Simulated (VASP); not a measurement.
Write the native input for VASP 6.6.1 that does the following.

```
Task                   : single point
Functional             : LDA
Potentials or basis    : VASP PAW LDA potentials, release 64 (Re)
Cutoff                 : 520 eV
k mesh                 : 11 × 11 × 6
Occupations            : fermi-dirac, width 0.05 eV
Spin                   : no spin polarisation
Dipole correction      : no
Further INCAR settings : ALGO = Fast; EDIFF = 1e-06; NBANDS = 14
```

The structure of Re lies in POSCAR:

```
Re
1.0
    2.7234873179      0.0000000000      0.0000000000
   -1.3617436590      2.3586092042      0.0000000000
    0.0000000000      0.0000000000      4.3979466679
Re
2
Direct
    0.6666666667      0.3333333333      0.7500000000
    0.3333333333      0.6666666667      0.2500000000
```

The input as run:

INCAR

```
PREC = Accurate
ENCUT = 520
EDIFF = 1E-6
ISMEAR = -1
SIGMA = 0.05
LREAL = F
LASPH = T
NELM = 100
ALGO = Fast
ISIF = 2
LWAVE = F
LCHARG = F
NBANDS = 14
```

KPOINTS

```
regular mesh
0
Gamma
  11 11 6
```

Potentials or basis: VASP PAW LDA potentials, release 64 (Re).

Run with:

```sh
$ cat potpaw_LDA.64/Re/POTCAR > POTCAR
$ mpirun -np 1 vasp_std > vasp.out
```

It gave:

* Pressure: 7.7 GPa
* Band gap on the k mesh: zero (band 7 reaches 9.96 eV, above the bottom of band 8 at 6.52 eV)

Caveat: spin-orbit coupling is left out, which moves the levels of the heavy elements.

Wall time 22 s on 1 thread of Intel Xeon 6975P-C, on a shared host, peak memory 0.14 GiB.
